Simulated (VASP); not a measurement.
Mg: relaxation of cell and atoms with LDA

Crystal: Mg.

```
CELL_PARAMETERS angstrom
3.14661 0.00000 0.00000
-1.57331 2.72505 0.00000
0.00000 0.00000 5.03889
ATOMIC_POSITIONS crystal
Mg 0.33333 0.66667 0.25000
Mg 0.66667 0.33333 0.75000
```

| Item | Value |
| --- | --- |
| Program | VASP 6.6.1 |
| Task | relaxation of cell and atoms |
| Functional | LDA |
| Potentials or basis | VASP PAW LDA potentials, release 64 (Mg) |
| Cutoff | 600 eV |
| k mesh | 15 × 15 × 8 |
| Occupations | fermi-dirac, width 0.15 eV |
| Spin | no spin polarisation |
| Dipole correction | no |
| Further INCAR settings | ALGO = Normal; EDIFF = 1e-06; IBRION = 2; EDIFFG = -0.001; NSW = 80; ISIF = 3 |

```json
{"Relaxed volume": "21.48 Å³/atom", "Relaxed cell": "a = 3.135 Å, b = 3.135 Å, c = 5.046 Å, α = 90.00°, β = 90.00°, γ = 120.00°", "Space group after relaxing (to 0.05 Å)": "P6_3/mmc (No. 194)", "Energy gained by relaxing": "0.1 meV/atom", "Ionic steps": "5", "Pressure after relaxing": "0.0 GPa", "Band gap on the k mesh": "zero (band 2 reaches 3.75 eV, above the bottom of band 3 at 1.63 eV)"}
```

Step by step:
```csv
step,energy change (eV),largest force (eV/Å),pressure (GPa),volume (Å³)
1,0.0000,0.0000,-0.23,43.21
2,-0.0002,0.0000,-0.05,43.01
3,-0.0003,0.0000,0.03,42.92
4,-0.0003,0.0000,0.02,42.94
5,-0.0003,0.0000,0.00,42.96
```

Final structure:
```cif
data_structure
_symmetry_space_group_name_H-M 'P 1'
_symmetry_Int_Tables_number 1
_cell_length_a 3.1354
_cell_length_b 3.1354
_cell_length_c 5.0457
_cell_angle_alpha 90.000
_cell_angle_beta 90.000
_cell_angle_gamma 120.000
_cell_volume 42.96
loop_
_atom_site_label
_atom_site_type_symbol
_atom_site_fract_x
_atom_site_fract_y
_atom_site_fract_z
_atom_site_occupancy
Mg1 Mg 0.33333 0.66667 0.25000 1
Mg2 Mg 0.66667 0.33333 0.75000 1
```

Levels at points of the mesh, in eV from the Fermi level:
```csv
k point,band 1,band 2,band 3,band 4,band 5,band 6
"(0.00, 0.00, 0.00)",-7.21,-1.71,-1.19,11.19,11.19,11.35
"(0.00, 0.00, 0.50)",-5.74,-5.74,5.35,5.35,11.95,11.95
```

Wall time 34 s on 1 thread of Intel(R) Xeon(R) 6975P-C (Granite Rapids), on a shared host, peak memory 0.19 GiB.

LDA usually gives volumes a few per cent too small. Zero-point motion and thermal expansion aren't in these numbers.
